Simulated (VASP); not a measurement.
## TaN: relaxation of the atoms with r2SCAN

Crystal: TaN.

```
CELL_PARAMETERS angstrom
2.87633 0.00000 0.00000
-1.43817 2.49098 0.00000
0.00000 0.00000 2.82601
ATOMIC_POSITIONS crystal
Ta 0.33333 0.66667 0.50000
N 0.00000 0.00000 0.00000
```

```json
{
 "Program": "VASP 6.6.1",
 "Task": "relaxation of the atoms",
 "Functional": "r2SCAN",
 "Potentials or basis": "VASP PAW PBE potentials, release 64 (Ta_pv, N)",
 "Cutoff": "520 eV",
 "k mesh": "13 × 13 × 12",
 "Occupations": "fermi-dirac, width 0.1 eV",
 "Spin": "no spin polarisation",
 "Dipole correction": "no",
 "Further INCAR settings": "ALGO = Normal; EDIFF = 1e-06; IBRION = 2; EDIFFG = -0.01; NSW = 50"
}
```

| Quantity | Value |
| --- | --- |
| Pressure after relaxing | 27.5 GPa |
| Band gap on the k mesh | zero (bands 8 and 9 overlap by 0.39 eV) |

Stress tensor (GPa, compression positive):
```
26.44  0.00  0.00
 0.00 26.44  0.00
 0.00  0.00 29.53
```

Final structure:
```
CELL_PARAMETERS angstrom
2.87633 0.00000 0.00000
-1.43817 2.49098 0.00000
0.00000 0.00000 2.82601
ATOMIC_POSITIONS crystal
Ta 0.33333 0.66667 0.50000
N 0.00000 0.00000 0.00000
```

Levels at points of the mesh, in eV from the Fermi level:
| k point | band 6 | band 7 | band 8 | band 9 | band 10 | band 11 |
| --- | --- | --- | --- | --- | --- | --- |
| (0.00, 0.00, 0.00) | -5.10 | -4.68 | -3.21 | 3.01 | 4.07 | 4.07 |
| (0.00, 0.00, 0.50) | -4.19 | -4.19 | -0.09 | -0.09 | 2.57 | 3.84 |

Wall time 80 s on 1 thread of Intel(R) Xeon(R) Platinum 8259CL CPU @ 2.50GHz (Skylake/Cascade Lake), with other jobs on the host, peak memory 0.18 GiB.

Caveat: the relaxation stopped at its first step, so nothing moved; the PAW data sets were made with another functional, which shifts forces and pressure a little; spin-orbit coupling is left out, which moves the levels of the heavy elements.
